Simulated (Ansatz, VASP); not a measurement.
One calculation of Re, two programs

The input INCAR:

```
  PREC = Accurate
  ENCUT = 520
  EDIFF = 1E-6
  ISMEAR = 0
  SIGMA = 0.15
  LREAL = F
  LASPH = T
  NELM = 80
  ALGO = Fast
  ISIF = 2
  LWAVE = F
  LCHARG = T
  GGA = PS
  LELF = T
  LVHAR = T
  NBANDS = 14
```

Contents of KPOINTS:

```
regular mesh
0
Gamma
  18 18 10
```

File POSCAR:

```
Re
1.0
    2.7962252402      0.0000000000      0.0000000000
   -1.3981126201      2.4216020927      0.0000000000
    0.0000000000      0.0000000000      4.5174931797
Re
2
Direct
    0.3333333333      0.6666666667      0.2031878430
    0.6666666667      0.3333333333      0.7968121570
```

Input for Ansatz:

```yaml
crystal:
  lattice:
    - [2.7962252402, 0.0, 0.0]
    - [-1.3981126201, 2.4216020927, 0.0]
    - [0.0, 0.0, 4.5174931797]
  atoms:
    - { symbol: Re, position: [0.3333333333, 0.6666666667, 0.203187843] }
    - { symbol: Re, position: [0.6666666667, 0.3333333333, 0.796812157] }
basis:
  ecutwfc: 420
kpoints:
  mp_grid: { grid: [18, 18, 10] }
hamiltonian:
  xc: pbesol
  pseudopotentials: { kind: paw }
scf:
  occupations: { method: gaussian, width: 0.15 }
output:
  forces: true
  stress: true
  eigenvalues: true
```

Change from the starting cell: mode 4 frozen in at -0.208 Å, equal normal strain along x, y and z +0.0167.

Alike in both runs: task single point; functional PBEsol; k mesh 18 × 18 × 10; occupations gaussian, width 0.15 eV; no spin polarisation.

|  | VASP | Ansatz |
| --- | --- | --- |
| version | VASP 6.6.1 | Ansatz 0.2.0 |
| potentials or method | VASP PAW PBE potentials, release 64 (Re), cutoff 520 eV | scalar-relativistic, plane waves, PAW |
| valence electrons in the cell | 14 | 30 |

VASP gave:

```
gap on the k mesh at the Fermi level (eV)                     : none
pressure (GPa)                                                : 10.8
traceless stress, the component that is largest in VASP (GPa) : 10.30
rms of the force components (eV/Å)                            : 3.021
```

Task: Estimate Ansatz's values.

Result: gap on the k mesh at the Fermi level (eV): none; pressure (GPa): 11.0; traceless stress, the component that is largest in VASP (GPa): 11.02; rms of the force components (eV/Å): 3.106.

VASP's potentials were made for PBE, not for PBEsol. Atom by atom the forces differ by 0.086 eV/Å (rms over components). A gap of «none» marks a metal or a gap that the smearing closes. The functional is the same, so the differences come from potentials, cutoffs and numerics. VASP's potentials hold 14 valence electrons a cell and Ansatz's 30, so a difference there can come from the potentials and not from the codes.

Neither program's run includes spin-orbit coupling.
